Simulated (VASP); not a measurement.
Wanted: the native input for a VASP 6.6.1 run.

* Task: relaxation of cell and atoms
* Functional: PBE
* Potentials or basis: VASP PAW PBE potentials, release 64 (B)
* Cutoff: 600 eV
* k mesh: 4 × 4 × 6
* Occupations: gaussian, width 0.1 eV
* Spin: no spin polarisation
* Dipole correction: no
* Further INCAR settings: ALGO = Normal; EDIFF = 1e-07; IBRION = 2; EDIFFG = -0.04; NSW = 90; ISIF = 3

The structure of B lies in POSCAR:

```
B
1.0
    3.5287291300     -5.8240826900      0.0000000000
    3.5287291300      5.8240826900      0.0000000000
    0.0000000000      0.0000000000      2.8279951200
B
12
Direct
    0.0800429100      0.1597022000      0.7500000000
    0.1597022000      0.0800429100      0.2500000000
    0.8402978000      0.9199570900      0.7500000000
    0.9199570900      0.8402978000      0.2500000000
    0.6341894900      0.9861535600      0.7500000000
    0.9861535600      0.6341894900      0.2500000000
    0.0138464400      0.3658105100      0.7500000000
    0.3658105100      0.0138464400      0.2500000000
    0.8715983800      0.3586926600      0.2500000000
    0.3586926600      0.8715983800      0.7500000000
    0.6413073400      0.1284016200      0.2500000000
    0.1284016200      0.6413073400      0.7500000000
```

The cell was generated, and may not be a known phase.

One way to write it, as run:

INCAR

```
PREC = Accurate ; ENCUT = 600
EDIFF = 1E-7 ; ISMEAR = 0
SIGMA = 0.1 ; LREAL = F
LASPH = T ; NELM = 60
ALGO = Normal ; ISIF = 3
LWAVE = F ; LCHARG = F
GGA = PE ; IBRION = 2
NSW = 90 ; EDIFFG = -0.04
```

KPOINTS

```
Automatic mesh
0
Gamma
  4 4 6
```

Potentials or basis: VASP PAW PBE potentials, release 64 (B).

Launch:

```bash
$ cat potpaw_PBE.64/B/POTCAR > POTCAR
$ mpirun -np 1 vasp_std > vasp.out
```

It gave:

```
Relaxed volume                        : 8.81 Å³/atom
Relaxed cell                          : a = 7.099 Å, b = 7.099 Å, c = 2.987 Å, α = 90.00°, β = 90.00°, γ = 135.42°
Space group after relaxing (to 0.1 Å) : Cmcm (No. 63)
Energy gained by relaxing             : 523.9 meV/atom
Ionic steps                           : 43
Pressure after relaxing               : 0.1 GPa
Largest force after relaxing          : 0.034 eV/Å
Band gap on the k mesh                : zero (bands 18 and 19 overlap by 2.17 eV)
```

Caveat: the k points lie up to 0.35 Å⁻¹ apart in the final cell, too coarse for converged energies and pressures of a metal.

Run time: 86 min on 1 thread of Intel Xeon 8259CL, with other jobs on the host, peak memory 0.29 GiB.
